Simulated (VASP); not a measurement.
# As (I4_1/amd) in VASP: a series of runs, part 2 of 2

VASP 6.6.1. The steps go on from the part before.

### Step 3. Single point, r2SCAN

This run uses another cell than the first one, of 19.92 Å³/atom, 0.982 times its volume.

Contents of POSCAR:

```
As
1.0
   -2.6681314329      2.6681314329      1.3990554550
    2.6681314329     -2.6681314329      1.3990554550
    2.6681314329      2.6681314329     -1.3990554550
As
2
Direct
    0.0000000000      0.0000000000      0.0000000000
    0.7500000000      0.2500000000      0.5000000000
```

Contents of INCAR.step1:

```
SYSTEM = As
PREC     = Accurate       ! precision mode
ENCUT    = 520            ! plane-wave cutoff, eV
ISMEAR   = 0              ! smearing method
SIGMA    = 0.1            ! smearing width, eV
LREAL    = .FALSE.        ! projectors in reciprocal space
LASPH    = .TRUE.         ! aspherical terms in the spheres
NELM     = 60             ! most SCF steps
NBANDS   = 12             ! bands
GGA      = PE             ! functional
ALGO     = Normal         ! electronic algorithm
EDIFF    = 1E-4           ! SCF threshold, eV
LWAVE    = .TRUE.         ! write WAVECAR
LCHARG   = .FALSE.        ! write CHGCAR
```

Contents of INCAR.step2:

```
SYSTEM = As
PREC     = Accurate       ! precision mode
ENCUT    = 520            ! plane-wave cutoff, eV
EDIFF    = 1E-6           ! SCF threshold, eV
ISMEAR   = 0              ! smearing method
SIGMA    = 0.1            ! smearing width, eV
LREAL    = .FALSE.        ! projectors in reciprocal space
LASPH    = .TRUE.         ! aspherical terms in the spheres
NELM     = 60             ! most SCF steps
ALGO     = Normal         ! electronic algorithm
ISIF     = 2              ! what is computed and relaxed
LWAVE    = .FALSE.        ! write WAVECAR
LCHARG   = .TRUE.         ! write CHGCAR
METAGGA  = R2SCAN         ! meta-GGA
LMIXTAU  = .TRUE.       
LELF     = .TRUE.         ! ELF
LVHAR    = .TRUE.       
NBANDS   = 12             ! bands
ISTART   = 1
```

Contents of KPOINTS:

```
regular mesh
0
G
  22 22 22
  0 0 0
```

Potentials or basis: VASP PAW PBE potentials, release 64 (As).

Started as:

```console
cat potpaw_PBE.64/As/POTCAR > POTCAR
cp INCAR.step1 INCAR
mpirun -np 1 vasp_std > vasp.out
cp INCAR.step2 INCAR
mpirun -np 1 vasp_std > vasp.out
```

OUTCAR:

```text
SYSTEM = As
   PREC = Accurate
   ENCUT = 520
   EDIFF = 1E-6
   ISMEAR = 0
   LREAL = .FALSE.
   LASPH = .TRUE.
   NELM = 60
   ISIF = 2
   METAGGA = R2SCAN
   ISTART = 1

 ion  position               nearest neighbor table
   1  0.000  0.000  0.000-   2 2.76   2 2.76   2 2.76   2 2.76
   2  0.750  0.250  0.500-   1 2.76   1 2.76   1 2.76   1 2.76

  LATTYP: Found a body centered tetragonal cell.
 ALAT       =     5.3362628658
 C/A-ratio  =     0.5243577725

  Lattice vectors:

 A1 = (  -2.6681314329,   2.6681314329,   1.3990554550)
 A2 = (   2.6681314329,  -2.6681314329,   1.3990554550)
 A3 = (   2.6681314329,   2.6681314329,  -1.3990554550)

Analysis of symmetry for initial positions (statically):
=====================================================================
 Subroutine PRICEL returns:
 Original cell was already a primitive cell.

 Routine SETGRP: Setting up the symmetry group for a
 body centered tetragonal supercell.

 Subroutine GETGRP returns: Found 16 space group operations
 (whereof  8 operations were pure point group operations)
 out of a pool of 16 trial point group operations.

The static configuration has the point symmetry D_2d.
 The point group associated with its full space group is D_4h.

Analysis of symmetry for dynamics (positions and initial velocities):
=====================================================================
 Subroutine PRICEL returns:
 Original cell was already a primitive cell.

 Routine SETGRP: Setting up the symmetry group for a
 body centered tetragonal supercell.

 Subroutine GETGRP returns: Found 16 space group operations
 (whereof  8 operations were pure point group operations)
 out of a pool of 16 trial point group operations.

The dynamic configuration has the point symmetry D_2d.
 The point group associated with its full space group is D_4h.

 Subroutine INISYM returns: Found 16 space group operations
 (whereof  8 operations are pure point group operations),
 and found     1 'primitive' translations

----------------------------------------------------------------------------------------

                                     Primitive cell

  volume of cell :      39.8391

  direct lattice vectors                    reciprocal lattice vectors
    -2.668131433  2.668131433  1.399055455     0.000000000  0.187397065  0.357383975
     2.668131433 -2.668131433  1.399055455     0.187397065  0.000000000  0.357383975
     2.668131433  2.668131433 -1.399055455     0.187397065  0.187397065  0.000000000

  length of vectors
     4.024326882  4.024326882  4.024326882     0.403535582  0.403535582  0.265019471

  position of ions in fractional coordinates (direct lattice)
     0.000000000  0.000000000  0.000000000
     0.750000000  0.250000000  0.500000000

  ion indices of the primitive-cell ions
   primitive index   ion index
                 1           1
                 2           2

----------------------------------------------------------------------------------------

 KPOINTS: regular mesh

Automatic generation of k-mesh.
 Grid dimensions read from file:
 generate k-points for:   22   22   22

 Generating k-lattice:

  Cartesian coordinates                     Fractional coordinates (reciprocal lattice)
     0.000000000  0.008518048  0.016244726     0.045454545  0.000000000 -0.000000000
     0.008518048  0.000000000  0.016244726     0.000000000  0.045454545 -0.000000000
     0.008518048  0.008518048  0.000000000     0.000000000  0.000000000  0.045454545

  Length of vectors
     0.018342526  0.018342526  0.012046340

  Shift w.r.t. Gamma in fractional coordinates (k-lattice)
     0.000000000  0.000000000  0.000000000

 Subroutine IBZKPT returns following result:
 ===========================================

 Found    834 irreducible k-points:

 Following reciprocal coordinates:
            Coordinates               Weight
  0.000000  0.000000  0.000000      1.000000
  0.045455  0.000000 -0.000000      8.000000
  0.090909  0.000000 -0.000000      8.000000
  0.136364  0.000000  0.000000      8.000000
  0.181818 -0.000000  0.000000      8.000000
  0.227273 -0.000000  0.000000      8.000000
[... 16 lines left out ...]
  0.500000  0.045455  0.000000     16.000000
 -0.454545  0.045455 -0.000000     16.000000
 [... further k-points ...]
   k-points           NKPTS =    834   k-points in BZ     NKDIM =    834   number of bands    NBANDS=     12
   number of dos      NEDOS =    301   number of ions     NIONS =      2
   total plane-waves  NPLWV =  27000
   dimension x,y,z NGX =    30 NGY =   30 NGZ =   30
   dimension x,y,z NGXF=    60 NGYF=   60 NGZF=   60
   ions per type =               2
   NGX,Y,Z   is equivalent  to a cutoff of  12.39, 12.39, 12.39 a.u.
   NGXF,Y,Z  is equivalent  to a cutoff of  24.79, 24.79, 24.79 a.u.
 SYSTEM =  As
   PREC   = accura    normal or accurate (medium, high low for compatibility)
   ISTART =      1    job   : 0-new  1-cont  2-samecut
   ICHARG =      0    charge: 1-file 2-atom 10-const
   ISPIN  =      1    spin polarized calculation?
   LNONCOLLINEAR =      F non collinear calculations
   LSORBIT =      F    spin-orbit coupling
   LASPH  =      T    aspherical Exc in radial PAW
   ENCUT  =  520.0 eV  38.22 Ry    6.18 a.u.   7.48  7.48  7.48*2*pi/ulx,y,z
   NELM   =     60;   NELMIN=  2; NELMDL=  0     # of ELM steps
   EDIFF  = 0.1E-05   stopping-criterion for ELM
   LREAL  =      F    real-space projection
   EDIFFG = 0.1E-04   stopping-criterion for IOM
   NSW    =      0    number of steps for IOM
   IBRION =     -1    ionic relax: 0-MD 1-quasi-New 2-CG
   NFREE  =      0    steps in history (QN), initial steepest desc. (CG)
   ISIF   =      2    stress and relaxation
   ISYM   =      2    0-nonsym 1-usesym 2-fastsym
   POTIM  = 0.5000    time-step for ionic-motion
   TEBEG  =    0.0;   TEEND  =   0.0 temperature during run
   PSTRESS=    0.0 pullay stress
   NELECT =      10.0000    total number of electrons
   NUPDOWN=      -1.0000    fix difference up-down
   EMIN   =  10.00;   EMAX   =-10.00  energy-range for DOS
   EFERMI =   0.00;   METHOD = LEGACY
   ISMEAR =     0;   SIGMA  =   0.10  broadening in eV -4-tet -1-fermi 0-gaus
   EFERMI_NEDOS =   21; number of points for ismear=-14 and -15
   IALGO  =     38    algorithm
   IMIX   =      4    mixing-type and parameters
     AMIX     =   0.40;   BMIX     =  1.00
     AMIX_MAG =   1.60;   BMIX_MAG =  1.00
  volume/ion in A,a.u.               =      19.92       134.42
  Fermi-wavevector in a.u.,A,eV,Ry     =   1.032694  1.951509 14.510031  1.066457
  Thomas-Fermi vector in A             =   2.166904
   LORBIT       =      0    0 simple, 1 ext, 2 COOP (PROOUT), +10 PAW based schemes
   METAGGA = R2SCAN    functional components
   LHFCALC =     F    Hartree Fock is set to
   AEXX    =    0.0000 exact exchange contribution
   IVDW    =     0    specifies the selected vdW correction
   LEPSILON=     F    determine dielectric tensor
   LRPA    =     F    only Hartree local field effects (RPA)
 non-spin polarized calculation
 Gauss-broadening in eV      SIGMA  =   0.10
  energy-cutoff  :      520.00
  volume of cell :       39.84
 maximum number of plane-waves:      1105
 NGX is ok and might be reduce to    30
   NGX = 15   NGY = 15   NGZ = 15

 number of electron      10.0000002 magnetization

 Free energy of the ion-electron system (eV)
  ---------------------------------------------------
  ext. energy  EPLUGINS =         0.00000000
  ---------------------------------------------------
  free energy    TOTEN  =       -28.77246222 eV

  energy without entropy =      -28.76841582  energy(sigma->0) =      -28.77043902

 E-fermi :   5.8647     XC(G=0): -10.9455

 val. band max:        5.8594343346   @ k =  -0.0909   0.5000   0.0455
 cond. band min:       5.8690361238   @ k =  -0.3182   0.3182   0.0455
 fundamental gap:      0.0096017891
 Fermi energy:         5.8647492944

 k-point     1 :       0.0000    0.0000    0.0000
  band No.  band energies     occupation
      1      -9.7546      2.00000
      2      -2.7444      2.00000
      3       1.5449      2.00000
      4       1.5449      2.00000
      5       8.9109      0.00000
      6      10.1752      0.00000
      7      10.1752      0.00000
      8      11.3382      0.00000
      9      11.4751      0.00000
     10      15.5433      0.00000
     11      16.6010      0.00000
     12      17.9368      0.00000
[... 331 lines left out ...]
 k-point    24 :      -0.4545    0.0455   -0.0000
  band No.  band energies     occupation
      1      -5.9310      2.00000
      2      -2.8817      2.00000
      3       0.7704      2.00000
      4       2.4743      2.00000
      5       2.6693      2.00000
      6       6.7008      0.00000
      7       7.9602      0.00000
      8       8.0308      0.00000
      9      13.3394      0.00000
     10      14.9647      0.00000
     11      16.5601      0.00000
     12      16.6938      0.00000

 [... further k-points ...]
[... 5 lines left out ...]
  --------------------------------------------------------------------------------------
  -------------------------------------------------------------------------------------
  Total       -0.0160845     -0.0160845     -0.0186274      0.0000000      0.0000000      0.0000000
  in kB       -0.6468593     -0.6468593     -0.7491247      0.0000000      0.0000000      0.0000000
  external PRESSURE =      -0.6809478 kB  Pullay stress =       0.0000000 kB

 VOLUME and BASIS-vectors are now :
 -----------------------------------------------------------------------------
  energy-cutoff  :      520.00
  volume of cell :       39.84
      direct lattice vectors                 reciprocal lattice vectors
    -2.668131433  2.668131433  1.399055455     0.000000000  0.187397065  0.357383975
     2.668131433 -2.668131433  1.399055455     0.187397065  0.000000000  0.357383975
     2.668131433  2.668131433 -1.399055455     0.187397065  0.187397065  0.000000000

 POSITION                                       TOTAL-FORCE (eV/Angst)
 -----------------------------------------------------------------------------------
      0.00000      0.00000      0.00000        -0.000000      0.000000     -0.000000
      0.00000      2.66813      0.69953         0.000000     -0.000000      0.000000
 -----------------------------------------------------------------------------------
    total drift:                                0.000000     -0.000000      0.000000

  FREE ENERGIE OF THE ION-ELECTRON SYSTEM (eV)
  ---------------------------------------------------
  free  energy   TOTEN  =       -28.7724622213 eV

  energy  without entropy=      -28.7684158247  energy(sigma->0) =      -28.77043902
```

Run time: 11 min. Hardware: 1 thread of Intel Xeon 6975P-C (Granite Rapids), shared host; peak memory 0.45 GiB.

What came out:

```yaml
Free_energy: -28.7725 eV
Pressure: -0.1 GPa
Band_gap_on_the_k_mesh: zero (band 5 reaches 10.33 eV, above the bottom of band 6 at 2.94 eV)
```

Caveat: the PAW data sets were made with another functional, which shifts forces and pressure a little.
